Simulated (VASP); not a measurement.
**Pt: single point with LDA**

The system is Pt.

```
Pt
1.0
     0.00000    2.20962    1.39029
     2.20962    0.00000    1.39029
     2.20962    2.20962    0.00000
Pt
1
Cartesian
  0.0000 0.0000 0.0000
```

This cell differs from its parent crystal: volume 13.576 Å^3 an atom, c/a of the conventional cell 0.6292.

```
Program                : VASP 6.6.1
Task                   : single point
Functional             : LDA
Potentials or basis    : VASP PAW LDA potentials, release 64 (Pt)
Cutoff                 : 520 eV
k mesh                 : 22 × 22 × 22
Occupations            : gaussian, width 0.15 eV
Spin                   : no spin polarisation
Dipole correction      : no
Further INCAR settings : ALGO = Normal; EDIFF = 1e-07; NBANDS = 11
```

```yaml
Pressure: 36.2 GPa
Band_gap_on_the_k_mesh: zero (band 5 reaches 14.32 eV, above the bottom of band 6 at 11.57 eV)
```

Stress tensor (GPa, compression positive):
```
41.29  0.00  0.00
 0.00 41.29  0.00
 0.00  0.00 26.10
```

Levels at points of the mesh, in eV from the Fermi level:
```tsv
k point	band 3	band 4	band 5	band 6	band 7	band 8
(0.00, 0.00, 0.00)	-3.96	-3.96	-2.50	-0.64	16.05	16.05
(0.50, 0.00, 0.00)	-1.59	-0.09	0.06	1.25	8.08	12.76
(0.50, 0.50, 0.00)	0.49	0.49	0.91	6.69	6.69	10.55
(0.50, 0.00, 0.50)	-2.78	-1.34	-0.85	1.10	6.87	13.90
```

Wall time 51 s on 1 thread of AMD EPYC 9R45 96-Core Processor (Zen 5), on a shared host, peak memory 0.2 GiB.

Caveat: spin-orbit coupling is left out, which moves the levels of the heavy elements.
